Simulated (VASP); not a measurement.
# Ge2Sb3Se (P-4m2) in VASP: notebook

The runs below take Ge2Sb3Se through single point, relaxation of cell and atoms, with PBE.

Program: VASP 6.6.1. These are calculated values, not measurements. Logs are shortened: lines on timing, memory, paths and dates and some standing lists are left out, and cuts for length are marked.

## Step 1: The cell of the first run

Symmetry: P-4m2, No. 115, tetragonal system. The conventional cell has a = 3.918 Å, b = 3.918 Å, c = 8.788 Å, α = 90.00°, β = 90.00°, γ = 90.00°. Ge (site symmetry 2mm) has 7 Sb at 2.97 to 3.06 Å and 2 Se at 3.05 Å and 4 Ge at 3.92 Å within 4.0 Å. Sb (site symmetry 2mm) has 5 Ge at 2.97 to 3.06 Å and 10 Sb at 3.42 to 3.92 Å and 2 Se at 3.92 Å within 4.0 Å. Within 3.7 Å of Sb (site symmetry -4m2) lie 4 Se at 2.77 Å and 4 Ge at 3.05 Å. Se (site symmetry -4m2) has 4 Sb at 2.77 Å and 4 Ge at 3.05 Å within 3.7 Å.

The cell was generated, and may not be a known phase.

## Step 2: Single point, PBE

File INCAR:

```
PREC = Accurate
ENCUT = 520
EDIFF = 1E-6
ISMEAR = 0
SIGMA = 0.1
LREAL = False
LASPH = True
NELM = 100
ALGO = Normal
ISIF = 2
LWAVE = False
LCHARG = False
GGA = PE
NBANDS = 34
```

File KPOINTS:

```
Automatic mesh
0
Gamma
  4 4 2
```

File POSCAR:

```
Ge2Sb3Se
1.0
    3.9180118400      0.0000000000      0.0000000000
    0.0000000000      3.9180118400      0.0000000000
    0.0000000000      0.0000000000      8.7875226800
Ge Sb Se
2 3 1
Direct
    0.5000000000      0.0000000000      0.7344790700
    0.0000000000      0.5000000000      0.2655209300
    0.5000000000      0.0000000000      0.3861632900
    0.0000000000      0.5000000000      0.6138367100
    0.0000000000      0.0000000000      0.0000000000
    0.5000000000      0.5000000000      0.0000000000
```

Potentials or basis: VASP PAW PBE potentials, release 64 (Ge_d, Sb, Se).

Run with:

```sh
$ cat potpaw_PBE.64/Ge_d/POTCAR potpaw_PBE.64/Sb/POTCAR potpaw_PBE.64/Se/POTCAR > POTCAR
$ mpirun -np 1 vasp_std > vasp.out
```

OUTCAR:

```text
PREC = Accurate
   ENCUT = 520
   EDIFF = 1E-6
   ISMEAR = 0
   LREAL = False
   LASPH = True
   NELM = 100
   ISIF = 2
   GGA = PE

 ion  position               nearest neighbor table
   1  0.500  0.000  0.734-   4 2.97   4 2.97   4 2.97   4 2.97   5 3.05   5 3.05   3 3.06
   2  0.000  0.500  0.266-   3 2.97   3 2.97   3 2.97   3 2.97   5 3.05   5 3.05   4 3.06
   3  0.500  0.000  0.386-   2 2.97   2 2.97   2 2.97   2 2.97   1 3.06   4 3.42   4 3.42   4 3.42
                             4 3.42
   4  0.000  0.500  0.614-   1 2.97   1 2.97   1 2.97   1 2.97   2 3.06   3 3.42   3 3.42   3 3.42
                             3 3.42
   5  0.000  0.000  0.000-   6 2.77   6 2.77   6 2.77   6 2.77   2 3.05   1 3.05   1 3.05   2 3.05

   6  0.500  0.500  0.000-   5 2.77   5 2.77   5 2.77   5 2.77

  LATTYP: Found a simple tetragonal cell.
 ALAT       =     3.9180118400
 C/A-ratio  =     2.2428525076

  Lattice vectors:

 A1 = (   3.9180118400,   0.0000000000,   0.0000000000)
 A2 = (   0.0000000000,   3.9180118400,   0.0000000000)
 A3 = (   0.0000000000,   0.0000000000,   8.7875226800)

Analysis of symmetry for initial positions (statically):
=====================================================================
 Subroutine PRICEL returns:
 Original cell was already a primitive cell.

 Routine SETGRP: Setting up the symmetry group for a
 simple tetragonal supercell.

 Subroutine GETGRP returns: Found  8 space group operations
 (whereof  8 operations were pure point group operations)
 out of a pool of 16 trial point group operations.

The static configuration has the point symmetry D_2d.

Analysis of symmetry for dynamics (positions and initial velocities):
=====================================================================
 Subroutine PRICEL returns:
 Original cell was already a primitive cell.

 Routine SETGRP: Setting up the symmetry group for a
 simple tetragonal supercell.

 Subroutine GETGRP returns: Found  8 space group operations
 (whereof  8 operations were pure point group operations)
 out of a pool of 16 trial point group operations.

The dynamic configuration has the point symmetry D_2d.

 Subroutine INISYM returns: Found  8 space group operations
 (whereof  8 operations are pure point group operations),
 and found     1 'primitive' translations

[... 90 lines left out ...]
   LREAL  =      F    real-space projection
   EDIFFG = 0.1E-04   stopping-criterion for IOM
   NSW    =      0    number of steps for IOM
   IBRION =     -1    ionic relax: 0-MD 1-quasi-New 2-CG
   NFREE  =      0    steps in history (QN), initial steepest desc. (CG)
   ISIF   =      2    stress and relaxation
   ISYM   =      2    0-nonsym 1-usesym 2-fastsym
   POTIM  = 0.5000    time-step for ionic-motion
   TEBEG  =    0.0;   TEEND  =   0.0 temperature during run
   PSTRESS=    0.0 pullay stress
   NELECT =      49.0000    total number of electrons
   NUPDOWN=      -1.0000    fix difference up-down
   EMIN   =  10.00;   EMAX   =-10.00  energy-range for DOS
   EFERMI =   0.00;   METHOD = LEGACY
   ISMEAR =     0;   SIGMA  =   0.10  broadening in eV -4-tet -1-fermi 0-gaus
   EFERMI_NEDOS =   21; number of points for ismear=-14 and -15
   IALGO  =     38    algorithm
   IMIX   =      4    mixing-type and parameters
     AMIX     =   0.40;   BMIX     =  1.00
     AMIX_MAG =   1.60;   BMIX_MAG =  1.00
  volume/ion in A,a.u.               =      22.48       151.72
  Fermi-wavevector in a.u.,A,eV,Ry     =   1.168084  2.207359 18.564076  1.364421
  Thomas-Fermi vector in A             =   2.304576
   LORBIT       =      0    0 simple, 1 ext, 2 COOP (PROOUT), +10 PAW based schemes
   GGA     = PE    functional components
   LHFCALC =     F    Hartree Fock is set to
   AEXX    =    0.0000 exact exchange contribution
   IVDW    =     0    specifies the selected vdW correction
   LEPSILON=     F    determine dielectric tensor
   LRPA    =     F    only Hartree local field effects (RPA)
 non-spin polarized calculation
 Gauss-broadening in eV      SIGMA  =   0.10
  energy-cutoff  :      520.00
  volume of cell :      134.90
 maximum number of plane-waves:      3656
 NGX is ok and might be reduce to    30
   NGX = 15   NGY = 15   NGZ = 33

 number of electron      49.0000023 magnetization

 Free energy of the ion-electron system (eV)
  ---------------------------------------------------
  ext. energy  EPLUGINS =         0.00000000
  ---------------------------------------------------
  free energy    TOTEN  =       -23.20149905 eV

  energy without entropy =      -23.18823943  energy(sigma->0) =      -23.19486924

 E-fermi :   7.9298     XC(G=0): -10.6399

 val. band max:        7.8317658020   @ k =   0.0000   0.0000   0.0000
 cond. band min:       7.9318149065   @ k =   0.2500   0.2500   0.5000
 fundamental gap:      0.1000491045
 Fermi energy:         7.9298349024

 k-point     1 :       0.0000    0.0000    0.0000
  band No.  band energies     occupation
      1     -16.7026      2.00000
      2     -16.7023      2.00000
      3     -16.6913      2.00000
      4     -16.6913      2.00000
      5     -16.6796      2.00000
      6     -16.6796      2.00000
[... 433 lines left out ...]
     33      13.7303      0.00000
     34      13.7303      0.00000

------------------------ aborting loop because EDIFF is reached ----------------------------------------

  FORCE on cell =-STRESS in cart. coord.  units (eV):
  Direction    XX          YY          ZZ          XY          YZ          ZX
  --------------------------------------------------------------------------------------
  -------------------------------------------------------------------------------------
  Total        6.4077036      6.4077036      5.9770557      0.0000000      0.0000000      0.0000000
  in kB       76.1053260     76.1053260     70.9904511      0.0000000      0.0000000      0.0000000
  external PRESSURE =      74.4003677 kB  Pullay stress =       0.0000000 kB

 VOLUME and BASIS-vectors are now :
 -----------------------------------------------------------------------------
  energy-cutoff  :      520.00
  volume of cell :      134.90
      direct lattice vectors                 reciprocal lattice vectors
     3.918011840  0.000000000  0.000000000     0.255231490  0.000000000  0.000000000
     0.000000000  3.918011840  0.000000000     0.000000000  0.255231490  0.000000000
     0.000000000  0.000000000  8.787522680     0.000000000  0.000000000  0.113797715

 POSITION                                       TOTAL-FORCE (eV/Angst)
 -----------------------------------------------------------------------------------
      1.95901      0.00000      6.45425         0.000000     -0.000000     -0.753462
      0.00000      1.95901      2.33327        -0.000000     -0.000000      0.753462
      1.95901      0.00000      3.39342        -0.000000     -0.000000      0.070052
      0.00000      1.95901      5.39410        -0.000000     -0.000000     -0.070052
      0.00000      0.00000      0.00000        -0.000000     -0.000000     -0.000000
      1.95901      1.95901      0.00000        -0.000000      0.000000     -0.000000
 -----------------------------------------------------------------------------------
    total drift:                                0.000000      0.000000     -0.000000

  FREE ENERGIE OF THE ION-ELECTRON SYSTEM (eV)
  ---------------------------------------------------
  free  energy   TOTEN  =       -23.2014990479 eV

  energy  without entropy=      -23.1882394318  energy(sigma->0) =      -23.19486924
```

stdout:

```text
POSCAR found type information on POSCAR GeSbSe
 POSCAR found :  3 types and       6 ions
 scaLAPACK will be used
 LDA part: xc-table for (Slater+PW92), standard interpolation
 POSCAR, INCAR and KPOINTS ok, starting setup
 FFT: planning ... GRIDC
 FFT: planning ... GRID_SOFT
 FFT: planning ... GRID
 WAVECAR not read
 entering main loop
```

Wall time 23 s (1 thread of AMD EPYC 9R45 (Zen 5), shared host); peak memory 0.23 GiB.

Results:

| Property | Result |
| --- | --- |
| Free energy | -23.2015 eV |
| Pressure | 7.4 GPa |
| Largest force | 0.753 eV/Å |
| Band gap on the k mesh | zero (an odd number of electrons rules out a gap without spin polarisation) |

Forces in eV/Å, atoms in the order of the input:
```
Ge   0.000  0.000 -0.753
Ge   0.000  0.000  0.753
Sb   0.000  0.000  0.070
Sb   0.000  0.000 -0.070
Sb   0.000  0.000  0.000
Se   0.000  0.000  0.000
```

Stress tensor (GPa, compression positive):
```
7.61 0.00 0.00
0.00 7.61 0.00
0.00 0.00 7.10
```

Caveat: the k points lie up to 0.40 Å⁻¹ apart, too coarse for converged energies and pressures of a metal; spin-orbit coupling is left out, which moves the levels of the heavy elements; an odd number of electrons without spin polarisation forces a metal; a magnetic or distorted state may lie lower.

## Step 3: Single point, PBE

This run uses another cell than the first one, of 25.10 Å³/atom.

File INCAR:

```
SYSTEM = Ge2Sb3Se
PREC = Accurate
ENCUT = 520
EDIFF = 1E-6
ISMEAR = 0
SIGMA = 0.1
LREAL = .False.
LASPH = .True.
NELM = 80
ALGO = Normal
ISIF = 2
LWAVE = .False.
LCHARG = .False.
GGA = PE
NBANDS = 34
```

File KPOINTS:

```
regular mesh
0
Gamma
  4 4 2
  0 0 0
```

File POSCAR:

```
Ge2Sb3Se
1.0
    4.0705362008      0.0000000000      0.0000000000
    0.0000000000      4.0705362008      0.0000000000
    0.0000000000      0.0000000000      9.0894146332
Ge Sb Se
2 3 1
Direct
    0.5000000000      0.0000000000      0.6888202282
    0.0000000000      0.5000000000      0.3111797718
    0.5000000000      0.0000000000      0.3720033735
    0.0000000000      0.5000000000      0.6279966265
    0.0000000000      0.0000000000      0.0000000000
    0.5000000000      0.5000000000      0.0000000000
```

Potentials or basis: VASP PAW PBE potentials, release 64 (Ge_d, Sb, Se).

Run with:

```sh
$ cat potpaw_PBE.64/Ge_d/POTCAR potpaw_PBE.64/Sb/POTCAR potpaw_PBE.64/Se/POTCAR > POTCAR
$ mpirun -np 1 vasp_std > vasp.out
```

Run time: 25 s. Hardware: 1 thread of AMD EPYC 9R45 (Zen 5), shared host; peak memory 0.23 GiB.

Results (log left out):

- Free energy: -23.7734 eV
- Pressure: -0.1 GPa
- Largest force: 0.037 eV/Å
- Band gap on the k mesh: zero (an odd number of electrons rules out a gap without spin polarisation)

Forces in eV/Å, atoms in the order of the input:
```
Ge   0.000  0.000 -0.013
Ge   0.000  0.000  0.013
Sb   0.000  0.000  0.037
Sb   0.000  0.000 -0.037
Sb   0.000  0.000  0.000
Se   0.000  0.000  0.000
```

Stress tensor (GPa, compression positive):
```
-0.09  0.00  0.00
 0.00 -0.09  0.00
 0.00  0.00 -0.20
```

Levels at points of the mesh, in eV from the Fermi level:
| k point | band 21 | band 22 | band 23 | band 24 | band 25 | band 26 | band 27 | band 28 |
| --- | --- | --- | --- | --- | --- | --- | --- | --- |
| (0.00, 0.00, 0.00) | -2.31 | -2.31 | -1.02 | -1.02 | 0.47 | 0.94 | 3.17 | 3.48 |
| (0.50, 0.00, 0.00) | -1.56 | -0.71 | -0.57 | -0.15 | 0.08 | 0.42 | 0.75 | 0.77 |
| (0.50, 0.50, 0.00) | -3.96 | -3.95 | -1.22 | -0.90 | -0.90 | 0.11 | 2.06 | 2.06 |
| (0.00, 0.00, 0.50) | -2.49 | -1.21 | -0.80 | -0.80 | 0.45 | 0.86 | 1.74 | 2.99 |
| (0.50, 0.00, 0.50) | -0.73 | -0.34 | -0.24 | -0.05 | -0.02 | 0.36 | 0.69 | 1.09 |
| (0.50, 0.50, 0.50) | -3.39 | -3.34 | -1.89 | -1.60 | -1.60 | -0.79 | 3.42 | 3.42 |

Caveat: the k points lie up to 0.39 Å⁻¹ apart, too coarse for converged energies and pressures of a metal; spin-orbit coupling is left out, which moves the levels of the heavy elements; an odd number of electrons without spin polarisation forces a metal; a magnetic or distorted state may lie lower.

## Step 4: Relaxation of cell and atoms, PBE

File INCAR:

```
SYSTEM = Ge2Sb3Se
PREC = Accurate
ENCUT = 600
EDIFF = 1E-7
ISMEAR = 0
SIGMA = 0.1
LREAL = .FALSE.
LASPH = .TRUE.
NELM = 80
ALGO = Normal
ISIF = 3
LWAVE = .FALSE.
LCHARG = .FALSE.
GGA = PE
IBRION = 2
NSW = 90
EDIFFG = -0.04
```

File KPOINTS:

```
Automatic mesh
0
G
  4 4 2
  0 0 0
```

File POSCAR:

```
Ge2Sb3Se
1.0
    3.9180118400      0.0000000000      0.0000000000
    0.0000000000      3.9180118400      0.0000000000
    0.0000000000      0.0000000000      8.7875226800
Ge Sb Se
2 3 1
Direct
    0.5000000000      0.0000000000      0.7344790700
    0.0000000000      0.5000000000      0.2655209300
    0.5000000000      0.0000000000      0.3861632900
    0.0000000000      0.5000000000      0.6138367100
    0.0000000000      0.0000000000      0.0000000000
    0.5000000000      0.5000000000      0.0000000000
```

Run with:

```sh
$ cat potpaw_PBE.64/Ge_d/POTCAR potpaw_PBE.64/Sb/POTCAR potpaw_PBE.64/Se/POTCAR > POTCAR
$ mpirun -np 1 vasp_std > vasp.out
```

Wall time 6.2 min (1 thread of AMD EPYC 9R45 (Zen 5), shared host); peak memory 0.27 GiB.

It converged, with:

```yaml
Free_energy: -23.7722 eV
Relaxed_volume: 25.11 Å³/atom
Relaxed_cell: a = 4.069 Å, b = 4.069 Å, c = 9.100 Å, α = 90.00°, β = 90.00°, γ = 90.00°
Space_group_after_relaxing_to_0.1_Å: P-4m2 (No. 115)
Energy_gained_by_relaxing: 95.1 meV/atom
Ionic_steps: 20
Pressure_after_relaxing: 0.0 GPa
Largest_force_after_relaxing: 0.029 eV/Å
Band_gap_on_the_k_mesh: zero (an odd number of electrons rules out a gap without spin polarisation)
```

Forces in eV/Å, atoms in the order of the input:
```
Ge   0.000  0.000  0.029
Ge   0.000  0.000 -0.029
Sb   0.000  0.000  0.025
Sb   0.000  0.000 -0.025
Sb   0.000  0.000  0.000
Se   0.000  0.000  0.000
```

Stress tensor (GPa, compression positive):
```
 0.07  0.00  0.00
 0.00  0.07  0.00
 0.00  0.00 -0.13
```

The path:
```
step  energy change (eV)  largest force (eV/Å)  pressure (GPa)  volume (Å³)
   1              0.0000                0.7536            7.46       134.90
   2             -0.3054                0.5705           -2.30       156.37
   3             -0.3441                0.6064           -0.27       150.29
   4             -0.3818                0.5386           -0.20       150.22
   5             -0.4631                0.3071            0.17       149.98
   6             -0.4545                0.2748            1.94       149.41
   7             -0.4875                0.1015            0.86       149.72
   8             -0.4927                0.1553           -1.06       155.37
   9             -0.5001                0.1397           -0.27       152.85
  10             -0.5076                0.1836           -0.16       152.38
  11             -0.5301                0.3003            0.14       150.97
  12             -0.5330                0.4019            0.94       148.07
  13             -0.5450                0.3446            0.43       149.67
  14             -0.5455                0.3578            0.61       149.10
  15             -0.5459                0.3525            0.55       149.31
  16             -0.5485                0.3399            0.51       149.34
  17             -0.5542                0.3015            0.43       149.45
  18             -0.5581                0.2274            0.25       149.67
  19             -0.5642                0.1652            0.18       149.93
  20             -0.5705                0.0287            0.00       150.65
```

Final structure:
```yaml
crystal:
  lattice:
    - [4.06875, 0.00000, 0.00000]
    - [0.00000, 4.06875, 0.00000]
    - [0.00000, 0.00000, 9.10021]
  atoms:
    - { symbol: Ge, position: [0.50000, 0.00000, 0.68643] }
    - { symbol: Ge, position: [0.00000, 0.50000, 0.31357] }
    - { symbol: Sb, position: [0.50000, 0.00000, 0.37149] }
    - { symbol: Sb, position: [0.00000, 0.50000, 0.62851] }
    - { symbol: Sb, position: [0.00000, 0.00000, 0.00000] }
    - { symbol: Se, position: [0.50000, 0.50000, 0.00000] }
```

Levels at points of the mesh, in eV from the Fermi level:
```csv
k point,band 21,band 22,band 23,band 24,band 25,band 26,band 27,band 28
"(0.00, 0.00, 0.00)",-2.32,-2.32,-1.01,-1.01,0.52,0.97,3.17,3.46
"(0.50, 0.00, 0.00)",-1.52,-0.68,-0.54,-0.13,0.08,0.43,0.76,0.79
"(0.50, 0.50, 0.00)",-3.94,-3.93,-1.21,-0.90,-0.90,0.12,2.11,2.11
"(0.00, 0.00, 0.50)",-2.49,-1.21,-0.81,-0.81,0.49,0.90,1.73,3.05
"(0.50, 0.00, 0.50)",-0.69,-0.30,-0.23,-0.05,-0.02,0.39,0.70,1.08
"(0.50, 0.50, 0.50)",-3.40,-3.35,-1.85,-1.58,-1.58,-0.75,3.47,3.47
```

Caveat: the k points lie up to 0.39 Å⁻¹ apart in the final cell, too coarse for converged energies and pressures of a metal; spin-orbit coupling is left out, which moves the levels of the heavy elements; an odd number of electrons without spin polarisation forces a metal; a magnetic or distorted state may lie lower.

(Continued in part 2 of 2.)

The gap in the log of VASP goes by the Fermi energy; the results here count the filled bands.